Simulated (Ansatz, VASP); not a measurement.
# Two plane-wave programs on SnSe

Contents of INCAR:

```
SYSTEM = SnSe
PREC     = Accurate       ! precision mode
ENCUT    = 520            ! plane-wave cutoff, eV
EDIFF    = 1E-6           ! SCF threshold, eV
ISMEAR   = -1             ! smearing method
SIGMA    = 0.02           ! smearing width, eV
LREAL    = .False.        ! projectors in reciprocal space
LASPH    = .True.         ! aspherical terms in the spheres
NELM     = 80             ! most SCF steps
ALGO     = Normal         ! electronic algorithm
ISIF     = 2              ! what is computed and relaxed
LWAVE    = .False.        ! write WAVECAR
LCHARG   = .False.        ! write CHGCAR
GGA      = PE             ! functional
NBANDS   = 28             ! bands
```

File KPOINTS:

```
Automatic mesh
0
Gamma
  6 6 4
  0 0 0
```

File POSCAR:

```
SnSe
1.0
    4.2193387754      0.0000000000      0.0000000000
    0.0000000000      4.2193387754      0.0000000000
    0.0000000000      0.0000000000      5.9930246257
Sn Se
2 2
Direct
    0.5000000000      0.0000000000      0.2500913545
    0.0000000000      0.5000000000      0.7499086455
    0.5000000000      0.0000000000      0.7498973803
    0.0000000000      0.5000000000      0.2501026197
```

Input for Ansatz:

```yaml
crystal:
  lattice:
    - [4.2193387754, 0.0, 0.0]
    - [0.0, 4.2193387754, 0.0]
    - [0.0, 0.0, 5.9930246257]
  atoms:
    - { symbol: Sn, position: [0.5, 0.0, 0.2500913545] }
    - { symbol: Sn, position: [0.0, 0.5, 0.7499086455] }
    - { symbol: Se, position: [0.5, 0.0, 0.7498973803] }
    - { symbol: Se, position: [0.0, 0.5, 0.2501026197] }
kpoints:
  mp_grid: { grid: [6, 6, 4] }
  band_path:
    path:
      - [[0.0, 0.0, 0.0], [1.079572604103e-51, 0.5, 0.0], [0.5, 0.5, 0.0], [0.0, 0.0, 0.0], [0.0, 0.0, 0.5], [1.079572604103e-51, 0.5, 0.5], [0.5, 0.5, 0.5], [0.0, 0.0, 0.5]]
      - [[1.079572604103e-51, 0.5, 0.0], [1.079572604103e-51, 0.5, 0.5]]
      - [[0.5, 0.5, 0.0], [0.5, 0.5, 0.5]]
    npoints: 10
hamiltonian:
  xc: pbe
scf:
  occupations: { method: fermi_dirac, width: 0.02 }
  n_extra_bands: 5
output:
  forces: true
  stress: true
  eigenvalues: true
```

Alike in both runs: task single point; functional PBE; k mesh 6 × 6 × 4; occupations fermi-dirac, width 0.02 eV; no spin polarisation.

```csv
,VASP,Ansatz
version,VASP 6.6.1,Ansatz 0.2.0
potentials or method,"VASP PAW PBE potentials, release 64 (Sn_d, Se)","plane waves, PAW"
plane-wave cutoff (eV),520,420
valence electrons in the cell,40,60
```

|  | VASP | Ansatz | Ansatz less VASP |
| --- | --- | --- | --- |
| pressure (GPa) | 2.0 | 2.0 | +0.01 |

VASP's potentials hold 40 valence electrons a cell and Ansatz's 60, so a difference there can come from the potentials and not from the codes.
